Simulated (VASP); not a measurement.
# LiGa12O18 (a cell with a defect) in VASP: further runs

Runs on LiGa12O18 (a cell with a defect). Level: PBE. Tasks: single point.

Program: VASP 6.6.1. These are calculated values, not measurements. Logs are shortened: lines on timing, memory, paths and dates and some standing lists are left out, and cuts for length are marked.

### Step 1. The cell of the first run

The cell holds a defect, 31 atoms: a = 9.250 Å, b = 5.877 Å, c = 6.416 Å, α = 103.29°, β = 103.90°, γ = 90.00°.

### Step 2. Single point, PBE

Contents of INCAR:

```
PREC = Accurate ; ENCUT = 520
EDIFF = 1E-6 ; ISMEAR = -1
SIGMA = 0.01 ; LREAL = Auto
LASPH = T ; NELM = 60
ALGO = Normal ; ISIF = 2
LWAVE = F ; LCHARG = F
GGA = PE ; NBANDS = 154
NELECT = 266.0
```

Contents of KPOINTS:

```
regular mesh
0
Gamma
  1 1 1
```

Contents of POSCAR:

```
LiGa12O18
1.0
    0.0000000000      9.2496621800      0.0000000000
   -1.3977182400      0.0000000000      5.7085775500
    6.2279771500     -1.5416103600      0.0067278600
Ga O Li
12 18 1
Direct
    0.1185434584      0.6808059264      0.6791611236
    0.2228526661      0.2997982238      0.3226536522
    0.3053062450      0.2033972217      0.8252986446
    0.0306914865      0.7870803600      0.1568537616
    0.4461448537      0.6859882203      0.6747272920
    0.5505362836      0.3012527571      0.3148281258
    0.6341745431      0.2042487967      0.8170183677
    0.3630513688      0.7801676813      0.1746915602
    0.7783082624      0.6788815167      0.6799614489
    0.8816977244      0.3507129631      0.3063460447
    0.9770093350      0.2195621897      0.8514232652
    0.6879536573      0.7874791583      0.1542586376
    0.1701770895      0.7276330893     -0.0026591207
    0.1719414393      0.2599251333      1.0047829600
    0.2690970328      0.4206453700      0.6413514389
    0.0553475561      0.5787722513      0.3517399429
    0.0433140977      0.1012667211      0.3052867250
    0.2807410159      0.8918001580      0.6772049168
    0.4950409356      0.7279443771     -0.0050117106
    0.5003768810      0.2564270333      0.9943921901
    0.6076442119      0.4223457824      0.6373734367
    0.3932890139      0.5616607091      0.3531671832
    0.3866695754      0.0931664908      0.3174430221
    0.6161937514      0.8895120455      0.6873415193
    0.8337710818      0.7310991560     -0.0011559923
    0.8274869292      0.2679693089      0.9925283000
    0.9391907859      0.4137751715      0.6389656181
    0.7291220611      0.5814677585      0.3528591253
    0.7229411163      0.1002839334      0.3112266083
    0.9522489072      0.8986907889      0.6995081910
    0.9102364957      1.0227834900      0.4630990355
```

Potentials or basis: VASP PAW PBE potentials, release 64 (Ga_d, O, Li_sv).

Started as:

```bash
> cat potpaw_PBE.64/Ga_d/POTCAR potpaw_PBE.64/O/POTCAR potpaw_PBE.64/Li_sv/POTCAR > POTCAR
> mpirun -np 1 vasp_gam > vasp.out
```

OUTCAR:

```text
PREC = Accurate
   ENCUT = 520
   EDIFF = 1E-6
   ISMEAR = -1
   LREAL = Auto
   LASPH = T
   NELM = 60
   ISIF = 2
   GGA = PE
   NELECT = 266.0

 ion  position               nearest neighbor table
   1  0.119  0.681  0.679-  13 1.94  18 1.95  16 1.99  30 2.01  15 2.08  27 2.21
   2  0.223  0.300  0.323-  14 1.94  23 1.94  15 1.94  17 2.00  22 2.15  16 2.26
   3  0.305  0.203  0.825-  18 1.85  20 1.85  14 1.86  15 1.91
   4  0.031  0.787  0.157-  13 1.82  25 1.85  17 1.86  16 1.92  31 2.61
   5  0.446  0.686  0.675-  24 1.95  18 1.95  19 1.95  22 1.96  21 2.17  15 2.20
   6  0.551  0.301  0.315-  20 1.95  23 1.95  21 1.97  29 1.99  22 2.13  28 2.26
   7  0.634  0.204  0.817-  24 1.84  20 1.85  26 1.86  21 1.89
   8  0.363  0.780  0.175-  23 1.84  19 1.85  13 1.85  22 1.89
   9  0.778  0.679  0.680-  25 1.94  24 1.95  28 1.98  30 2.03  21 2.11  27 2.17
  10  0.882  0.351  0.306-  26 1.90  28 1.98  16 2.01  27 2.02  29 2.09  17 2.09  31 2.36
  11  0.977  0.220  0.851-  26 1.82  14 1.82  30 1.90  27 1.94  31 2.42
  12  0.688  0.787  0.154-  19 1.82  25 1.85  29 1.87  28 1.93  31 2.62
  13  0.170  0.728  0.997-   4 1.82   8 1.85   1 1.94
  14  0.172  0.260  0.005-  11 1.82   3 1.86   2 1.94
  15  0.269  0.421  0.641-   3 1.91   2 1.94   1 2.08   5 2.20
  16  0.055  0.579  0.352-   4 1.92   1 1.99  10 2.01   2 2.26
  17  0.043  0.101  0.305-   4 1.86  31 1.89   2 2.00  10 2.09
  18  0.281  0.892  0.677-   3 1.85   1 1.95   5 1.95
  19  0.495  0.728  0.995-  12 1.82   8 1.85   5 1.95
  20  0.500  0.256  0.994-   3 1.85   7 1.85   6 1.95
  21  0.608  0.422  0.637-   7 1.89   6 1.97   9 2.11   5 2.17
  22  0.393  0.562  0.353-   8 1.89   5 1.96   6 2.13   2 2.15
  23  0.387  0.093  0.317-   8 1.84   2 1.94   6 1.95
  24  0.616  0.890  0.687-   7 1.84   9 1.95   5 1.95
  25  0.834  0.731  0.999-   4 1.85  12 1.85   9 1.94
  26  0.827  0.268  0.993-  11 1.82   7 1.86  10 1.90
  27  0.939  0.414  0.639-  11 1.94  10 2.02   9 2.17   1 2.21
  28  0.729  0.581  0.353-  12 1.93   9 1.98  10 1.98   6 2.26
  29  0.723  0.100  0.311-  12 1.87  31 1.88   6 1.99  10 2.09
  30  0.952  0.899  0.700-  31 1.79  11 1.90   1 2.01   9 2.03
  31  0.910  0.023  0.463-  30 1.79  29 1.88  17 1.89  10 2.36  11 2.42   4 2.61  12 2.62

  LATTYP: Found a triclinic cell.
 ALAT       =     5.8771994966
 B/A-ratio  =     1.6412011407
 C/A-ratio  =     2.7541529852
 COS(alpha) =     0.0064926560
 COS(beta)  =     0.5439765005
 COS(gamma) =     0.7621873503

  Lattice vectors:

 A1 = (   1.3977182400,   0.0000000000,  -5.7085775500)
 A2 = (   7.6256953900,  -1.5416103600,  -5.7018496900)
 A3 = (  -9.6605178200,  -6.1664414600, -11.4306108200)

Analysis of symmetry for initial positions (statically):
=====================================================================
 Subroutine PRICEL returns:
 Original cell was already a primitive cell.

 Routine SETGRP: Setting up the symmetry group for a
 triclinic supercell.

 Subroutine GETGRP returns: Found  1 space group operations
 (whereof  1 operations were pure point group operations)
 out of a pool of  2 trial point group operations.

The static configuration has the point symmetry C_1 .

Analysis of symmetry for dynamics (positions and initial velocities):
=====================================================================
 Subroutine PRICEL returns:
 Original cell was already a primitive cell.

 Routine SETGRP: Setting up the symmetry group for a
 triclinic supercell.

 Subroutine GETGRP returns: Found  1 space group operations
 (whereof  1 operations were pure point group operations)
 out of a pool of  2 trial point group operations.

The dynamic configuration has the point symmetry C_1 .

 Subroutine INISYM returns: Found  1 space group operations
 (whereof  1 operations are pure point group operations),
 and found     1 'primitive' translations

----------------------------------------------------------------------------------------

                                     Primitive cell

  volume of cell :     328.9392

  direct lattice vectors                    reciprocal lattice vectors
     0.000000000  9.249662180  0.000000000     0.026753887  0.108112056  0.006550563
    -1.397718240  0.000000000  5.708577550    -0.000189185  0.000000000  0.175128666
     6.227977150 -1.541610360  0.006727860     0.160523321  0.000000000  0.039303377

  length of vectors
     9.249662180  5.877199497  6.415941641     0.111565663  0.175128768  0.165264914

  position of ions in fractional coordinates (direct lattice)
     0.118543458  0.680805926  0.679161124
     0.222852666  0.299798224  0.322653652
     0.305306245  0.203397222  0.825298645
     0.030691486  0.787080360  0.156853762
     0.446144854  0.685988220  0.674727292
     0.550536284  0.301252757  0.314828126
[... 23 lines left out ...]
     0.952248907  0.898690789  0.699508191
     0.910236496  0.022783490  0.463099036

  ion indices of the primitive-cell ions
   primitive index   ion index
                 1           1
                 2           2
                 3           3
                 4           4
                 5           5
                 6           6
[... 23 lines left out ...]
                30          30
                31          31

----------------------------------------------------------------------------------------

 KPOINTS: regular mesh

Automatic generation of k-mesh.
 Grid dimensions read from file:
 generate k-points for:    1    1    1

 Generating k-lattice:

  Cartesian coordinates                     Fractional coordinates (reciprocal lattice)
     0.026753887  0.108112056  0.006550563     1.000000000  0.000000000  0.000000000
    -0.000189185  0.000000000  0.175128666     0.000000000  1.000000000  0.000000000
     0.160523321  0.000000000  0.039303377     0.000000000 -0.000000000  1.000000000

  Length of vectors
     0.111565663  0.175128768  0.165264914

  Shift w.r.t. Gamma in fractional coordinates (k-lattice)
     0.000000000  0.000000000  0.000000000

 Subroutine IBZKPT returns following result:
 ===========================================

 Found      1 irreducible k-points:

 Following reciprocal coordinates:
            Coordinates               Weight
  0.000000  0.000000  0.000000      1.000000
   k-points           NKPTS =      1   k-points in BZ     NKDIM =      1   number of bands    NBANDS=    154
   number of dos      NEDOS =    301   number of ions     NIONS =     31
   total plane-waves  NPLWV = 161280
   dimension x,y,z NGX =    70 NGY =   48 NGZ =   48
   dimension x,y,z NGXF=   140 NGYF=   96 NGZF=   96
   ions per type =              12  18   1
   NGX,Y,Z   is equivalent  to a cutoff of  12.58, 13.58, 12.44 a.u.
   NGXF,Y,Z  is equivalent  to a cutoff of  25.16, 27.16, 24.87 a.u.
 SYSTEM =  unknown system
   PREC   = accura    normal or accurate (medium, high low for compatibility)
   ISTART =      0    job   : 0-new  1-cont  2-samecut
   ICHARG =      2    charge: 1-file 2-atom 10-const
   ISPIN  =      1    spin polarized calculation?
   LNONCOLLINEAR =      F non collinear calculations
   LSORBIT =      F    spin-orbit coupling
   LASPH  =      T    aspherical Exc in radial PAW
   ENCUT  =  520.0 eV  38.22 Ry    6.18 a.u.  17.20 10.93 11.93*2*pi/ulx,y,z
   NELM   =     60;   NELMIN=  2; NELMDL= -5     # of ELM steps
   EDIFF  = 0.1E-05   stopping-criterion for ELM
   LREAL  =      T    real-space projection
   EDIFFG = 0.1E-04   stopping-criterion for IOM
   NSW    =      0    number of steps for IOM
   IBRION =     -1    ionic relax: 0-MD 1-quasi-New 2-CG
   NFREE  =      0    steps in history (QN), initial steepest desc. (CG)
   ISIF   =      2    stress and relaxation
   ISYM   =      2    0-nonsym 1-usesym 2-fastsym
   POTIM  = 0.5000    time-step for ionic-motion
   TEBEG  =    0.0;   TEEND  =   0.0 temperature during run
   PSTRESS=    0.0 pullay stress
   NELECT =     266.0000    total number of electrons
   NUPDOWN=      -1.0000    fix difference up-down
   EMIN   =  10.00;   EMAX   =-10.00  energy-range for DOS
   EFERMI =   0.00;   METHOD = LEGACY
   ISMEAR =    -1;   SIGMA  =   0.01  broadening in eV -4-tet -1-fermi 0-gaus
   EFERMI_NEDOS =   21; number of points for ismear=-14 and -15
   IALGO  =     38    algorithm
   IMIX   =      4    mixing-type and parameters
     AMIX     =   0.40;   BMIX     =  1.00
     AMIX_MAG =   1.60;   BMIX_MAG =  1.00
  volume/ion in A,a.u.               =      10.61        71.61
  Fermi-wavevector in a.u.,A,eV,Ry     =   1.525212  2.882232 31.650840  2.326271
  Thomas-Fermi vector in A             =   2.633413
   LORBIT       =      0    0 simple, 1 ext, 2 COOP (PROOUT), +10 PAW based schemes
   GGA     = PE    functional components
   LHFCALC =     F    Hartree Fock is set to
   AEXX    =    0.0000 exact exchange contribution
   IVDW    =     0    specifies the selected vdW correction
   LEPSILON=     F    determine dielectric tensor
   LRPA    =     F    only Hartree local field effects (RPA)
 non-spin polarized calculation
  energy-cutoff  :      520.00
  volume of cell :      328.94
 maximum number of plane-waves:      4413
 NGX is ok and might be reduce to    70
   NGX = 35   NGY = 21   NGZ = 23

 number of electron     266.0000015 magnetization

 Free energy of the ion-electron system (eV)
  ---------------------------------------------------
  ext. energy  EPLUGINS =         0.00000000
  ---------------------------------------------------
  free energy    TOTEN  =      -183.44710074 eV

  energy without entropy =     -183.44710074  energy(sigma->0) =     -183.44710074

 E-fermi :   3.9994     XC(G=0): -11.3903

 val. band max:        3.7043795658   @ k =   0.0000   0.0000   0.0000
 cond. band min:       5.6857795476   @ k =   0.0000   0.0000   0.0000
 fundamental gap:      1.9813999817
 Fermi energy:         3.9994493600

 k-point     1 :       0.0000    0.0000    0.0000
  band No.  band energies     occupation
      1     -39.6744      2.00000
      2     -14.9874      2.00000
      3     -14.4080      2.00000
      4     -14.3280      2.00000
      5     -14.1174      2.00000
      6     -13.9523      2.00000
[... 137 lines left out ...]
    144      10.8635      0.00000
    145      11.0368      0.00000
 [bands above 145 left out]

------------------------ aborting loop because EDIFF is reached ----------------------------------------

  FORCE on cell =-STRESS in cart. coord.  units (eV):
  Direction    XX          YY          ZZ          XY          YZ          ZX
  --------------------------------------------------------------------------------------
  -------------------------------------------------------------------------------------
  Total       -1.9136338     -1.8881249      2.0102471     -0.4662599     -0.1534932     -0.7658505
  in kB       -9.3208125     -9.1965654      9.7913906     -2.2710306     -0.7476255     -3.7302585
  external PRESSURE =      -2.9086624 kB  Pullay stress =       0.0000000 kB

 VOLUME and BASIS-vectors are now :
 -----------------------------------------------------------------------------
  energy-cutoff  :      520.00
  volume of cell :      328.94
      direct lattice vectors                 reciprocal lattice vectors
     0.000000000  9.249662180  0.000000000     0.026753887  0.108112056  0.006550563
    -1.397718240  0.000000000  5.708577550    -0.000189185  0.000000000  0.175128666
     6.227977150 -1.541610360  0.006727860     0.160523321  0.000000000  0.039303377

 POSITION                                       TOTAL-FORCE (eV/Angst)
 -----------------------------------------------------------------------------------
      3.27823      0.04949      3.89100         0.011979     -0.007600      0.003867
      1.59045      1.56391      1.71359        -0.012500     -0.007609      0.006315
      4.85565      1.55169      1.16666        -0.004458      0.002835     -0.004435
     -0.12323      0.04208      4.49416        -0.005289      0.007978     -0.003951
      3.24337      3.08652      3.92056         0.011982     -0.004382     -0.004042
      1.53968      4.60693      1.72184        -0.021572      0.005793      0.005620
[... 23 lines left out ...]
      3.10040      7.72961      5.13495         0.008573      0.003611     -0.011665
      2.85233      7.70546      0.13318        -0.004483      0.003777     -0.001135
 -----------------------------------------------------------------------------------
    total drift:                                0.018278      0.002888      0.005734

  FREE ENERGIE OF THE ION-ELECTRON SYSTEM (eV)
  ---------------------------------------------------
  free  energy   TOTEN  =      -183.4471007418 eV

  energy  without entropy=     -183.4471007418  energy(sigma->0) =     -183.44710074
```

Wall time 2.3 min (1 thread of Intel Xeon Platinum 8259CL at 2.50GHz (Skylake/Cascade Lake), shared host); peak memory 0.38 GiB.

Results:

```
Free energy   : -183.4471 eV
Largest force : 0.025 eV/Å
```

Forces in eV/Å, atoms in the order of the input:
```
Ga   0.012 -0.008  0.004
Ga  -0.013 -0.008  0.006
Ga  -0.004  0.003 -0.004
Ga  -0.005  0.008 -0.004
Ga   0.012 -0.004 -0.004
Ga  -0.022  0.006  0.006
Ga  -0.005 -0.001 -0.011
Ga   0.009  0.000  0.006
Ga   0.011  0.001  0.004
Ga  -0.012  0.002 -0.014
Ga   0.010 -0.005  0.004
Ga  -0.001 -0.006 -0.004
O   -0.002 -0.001 -0.007
O   -0.003 -0.001  0.005
O    0.016  0.005  0.006
O   -0.005  0.019 -0.003
O    0.006  0.004  0.006
O   -0.015 -0.002  0.020
O   -0.008 -0.001 -0.009
O    0.013  0.003  0.007
O    0.011  0.000  0.006
O   -0.011  0.000 -0.003
O    0.009 -0.001 -0.022
O   -0.011 -0.002  0.018
O    0.000  0.002 -0.007
O   -0.003 -0.003  0.002
O    0.002  0.005 -0.003
O   -0.006 -0.019  0.003
O    0.011 -0.003  0.006
O    0.009  0.004 -0.012
Li  -0.004  0.004 -0.001
```

Caveat: the k points lie up to 1.10 Å⁻¹ apart, too coarse for converged energies, forces and pressures; the cell carries a net charge on a neutralising background, which shifts energy and pressure; the cell is charged against a uniform background, so pressure and absolute levels hang on convention; the cutoff is under 1.25 times the usual one of these potentials, so pressure, stress and relaxed cells hold a basis-set (Pulay) error.

### Step 3. Single point, PBE

Contents of INCAR:

```
SYSTEM = LiGa12O18
PREC     = Accurate       ! precision mode
ENCUT    = 520            ! plane-wave cutoff, eV
EDIFF    = 1E-6           ! SCF threshold, eV
ISMEAR   = -1             ! smearing method
SIGMA    = 0.01           ! smearing width, eV
LREAL    = Auto         
LASPH    = .True.         ! aspherical terms in the spheres
NELM     = 80             ! most SCF steps
ALGO     = Normal         ! electronic algorithm
ISIF     = 2              ! what is computed and relaxed
LWAVE    = .False.        ! write WAVECAR
LCHARG   = .False.        ! write CHGCAR
GGA      = PE             ! functional
NBANDS   = 154            ! bands
NELECT   = 266.0
```

Contents of KPOINTS:

```
regular mesh
0
Gamma
  1 1 1
  0 0 0
```

Contents of POSCAR:

```
LiGa12O18
1.0
    0.0000000000      9.2496621800      0.0000000000
   -1.3977182400      0.0000000000      5.7085775500
    6.2279771500     -1.5416103600      0.0067278600
Ga O Li
12 18 1
Direct
    0.1187011024      0.6493681151      0.6944836585
    0.2220231312      0.3212048026      0.3208487070
    0.3124642714      0.2125404472      0.8465515447
    0.0233644422      0.7805750062      0.1494981379
    0.4499425524      0.6987390095      0.6860837509
    0.5541843174      0.3140238969      0.3260934568
    0.6373908833      0.2198758676      0.8262053313
    0.3661587893      0.7957877759      0.1838847179
    0.7775756874      0.7002218213      0.6782059357
    0.8817793863      0.3191832106      0.3216695281
    0.9697342563      0.2129857489      0.8439209596
    0.6950376484      0.7965508428      0.1755286431
    0.1728708156      0.7321986552      0.0083191053
    0.1666526357      0.2689546720      1.0019984353
    0.2712027800      0.4185906513      0.6480031944
    0.0613219196      0.5863417522      0.3618798842
    0.0480212703      0.1013972682      0.3015764821
    0.2775464066      0.8997515437      0.6895398450
    0.4999572859      0.7435714915      0.0064865853
    0.5053793874      0.2721331100      1.0058634068
    0.6070716505      0.4383234532      0.6476839691
    0.3928281640      0.5776785851      0.3635086058
    0.3840738964      0.1105488007      0.3134736267
    0.6137956077      0.9068577279      0.6834695306
    0.8284313469      0.7400307163     -0.0039200205
    0.8302756169      0.2723817057      1.0035081164
    0.9449984767      0.4213150440      0.6490802525
    0.7313644218      0.5793372746      0.3595033571
    0.7195450289      0.1081546853      0.3235784601
    0.9571288910      0.8988025529      0.6955386755
    1.0902482410      0.9773273204      0.5377412545
```

Potentials or basis: VASP PAW PBE potentials, release 64 (Ga_d, O, Li_sv).

Started as:

```bash
> cat potpaw_PBE.64/Ga_d/POTCAR potpaw_PBE.64/O/POTCAR potpaw_PBE.64/Li_sv/POTCAR > POTCAR
> mpirun -np 1 vasp_gam > vasp.out
```

Run time: 2.1 min. Hardware: 1 thread of Intel Xeon Platinum 8259CL at 2.50GHz (Skylake/Cascade Lake), shared host; peak memory 0.38 GiB.

Results (log left out):

```
Free energy   : -183.4470 eV
Largest force : 0.027 eV/Å
```

Forces in eV/Å, atoms in the order of the input:
```
Ga   0.014 -0.002  0.016
Ga  -0.007 -0.004  0.000
Ga   0.003  0.010  0.004
Ga  -0.016  0.004 -0.008
Ga   0.018 -0.010 -0.005
Ga  -0.010  0.003  0.003
Ga  -0.009 -0.001 -0.008
Ga   0.005  0.005  0.012
Ga   0.014  0.011 -0.006
Ga  -0.011  0.005 -0.005
Ga   0.007 -0.010  0.005
Ga   0.004  0.000  0.006
O    0.004 -0.001 -0.003
O   -0.002 -0.005  0.007
O    0.005  0.022 -0.004
O   -0.001 -0.006 -0.001
O   -0.023  0.005  0.014
O   -0.009  0.002 -0.005
O   -0.012 -0.001 -0.006
O    0.007 -0.003  0.008
O    0.014  0.000  0.006
O   -0.010  0.000 -0.006
O    0.009  0.005 -0.020
O   -0.008  0.001  0.020
O    0.002  0.002 -0.004
O    0.005  0.002  0.006
O    0.005 -0.020  0.005
O   -0.016 -0.007 -0.004
O    0.014  0.004 -0.017
O   -0.006 -0.005 -0.007
Li   0.013 -0.004 -0.004
```

Levels at points of the mesh, in eV from the Fermi level:
| k point | band 129 | band 130 | band 131 | band 132 | band 133 | band 134 | band 135 | band 136 | band 137 | band 138 |
| --- | --- | --- | --- | --- | --- | --- | --- | --- | --- | --- |
| (0.00, 0.00, 0.00) | -0.75 | -0.61 | -0.46 | -0.45 | -0.32 | 1.66 | 4.82 | 4.93 | 5.13 | 5.32 |

Caveat: the k points lie up to 1.10 Å⁻¹ apart, too coarse for converged energies, forces and pressures; the cell carries a net charge on a neutralising background, which shifts energy and pressure; the cell is charged against a uniform background, so pressure and absolute levels hang on convention; the cutoff is under 1.25 times the usual one of these potentials, so pressure, stress and relaxed cells hold a basis-set (Pulay) error.

(Continued in part 2 of 2.)
